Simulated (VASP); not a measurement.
Set up this calculation in VASP 6.6.1, as the native input.

```
Task                   : single point
Functional             : PBE
Potentials or basis    : VASP PAW PBE potentials, release 64 (Mg, Cd, S)
Cutoff                 : 520 eV
k mesh                 : 4 × 4 × 4
Occupations            : gaussian, width 0.1 eV
Spin                   : no spin polarisation
Dipole correction      : no
Further INCAR settings : ALGO = Normal; EDIFF = 1e-07; NBANDS = 41
```

The structure of MgCd3S4 lies in POSCAR:

```
MgCd3S4
1.0
   -2.7191535546      2.7191535546      5.4441692633
    2.7191535546     -2.7191535546      5.4441692633
    2.7191535546      2.7191535546     -5.4441692633
Mg Cd S
1 3 4
Direct
    0.0000000000      0.0000000000      0.0000000000
    0.5000000000      0.5000000000      0.0000000000
    0.7500000000      0.2500000000      0.5000000000
    0.2500000000      0.7500000000      0.5000000000
    0.7581676073      0.7581676073      0.0000000000
    0.2418323927      0.2418323927      0.0000000000
    0.5000000000      0.0000000000      0.5000000000
    0.0000000000      0.5000000000      0.5000000000
```

One way to write it, as run:

INCAR

```
PREC     = Accurate       # precision mode
ENCUT    = 520            # plane-wave cutoff, eV
EDIFF    = 1E-7           # SCF threshold, eV
ISMEAR   = 0              # smearing method
SIGMA    = 0.1            # smearing width, eV
LREAL    = F              # projectors in reciprocal space
LASPH    = T              # aspherical terms in the spheres
NELM     = 80             # most SCF steps
ALGO     = Normal         # electronic algorithm
ISIF     = 2              # what is computed and relaxed
LWAVE    = F              # write WAVECAR
LCHARG   = F              # write CHGCAR
GGA      = PE             # functional
NBANDS   = 41             # bands
```

KPOINTS

```
Automatic mesh
0
Gamma
  4 4 4
```

Potentials or basis: VASP PAW PBE potentials, release 64 (Mg, Cd, S).

The run is started by

```bash
$ cat potpaw_PBE.64/Mg/POTCAR potpaw_PBE.64/Cd/POTCAR potpaw_PBE.64/S/POTCAR > POTCAR
$ mpirun -np 1 vasp_std > vasp.out
```

It gave:

```
Pressure               : 0.2 GPa
Largest force          : 0.029 eV/Å
Band gap on the k mesh : 0.24 eV (least direct gap 1.16 eV)
```

Caveat: semilocal functionals underestimate gaps, and a narrow one can read as zero.

It took 75 s on 1 thread of Intel(R) Xeon(R) 6975P-C (Granite Rapids), on a shared host, peak memory 0.38 GiB.
